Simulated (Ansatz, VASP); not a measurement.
**Two plane-wave programs on Re**

```xyz
6
Lattice="2.7751 0.0000 0.0000 -1.3876 2.4033 0.0000 0.0000 0.0000 24.2093" Properties=species:S:1:pos:R:3 pbc="T T T"
Re    2.0813    0.4006    6.5908
Re   -0.6938    2.0028    8.6899
Re    2.0813    0.4006   11.0234
Re   -0.6938    2.0028   13.1859
Re    2.0813    0.4006   15.5194
Re   -0.6938    2.0028   17.6185
```

Alike in both runs: functional PBE; k mesh 14 × 14 × 1; occupations fermi-dirac, width 0.05 eV; no spin polarisation.

Ansatz relaxed the structure, and its values are those at the end. VASP's run is a single point on that final structure, the one shown.

|  | VASP | Ansatz |
| --- | --- | --- |
| version | VASP 6.6.1 | Ansatz 0.2.0 |
| potentials or method | VASP PAW PBE potentials, release 64 (Re) | PAW with Ansatz's default frozen-core files, scalar-relativistic |
| plane-wave cutoff (eV) | 520 | 420 |
| valence electrons in the cell | 42 | 90 |

Ansatz gave:

```
rms of the force components (eV/Å) : 0.002
```

Problem. Which values does VASP return?

Solution. rms of the force components (eV/Å): 0.036.

VASP's potentials hold 42 valence electrons a cell and Ansatz's 90, so a difference there can come from the potentials and not from the codes. Ansatz's warnings: stress scf threshold loose, vacuum density over bound.

Spin-orbit coupling is off throughout.
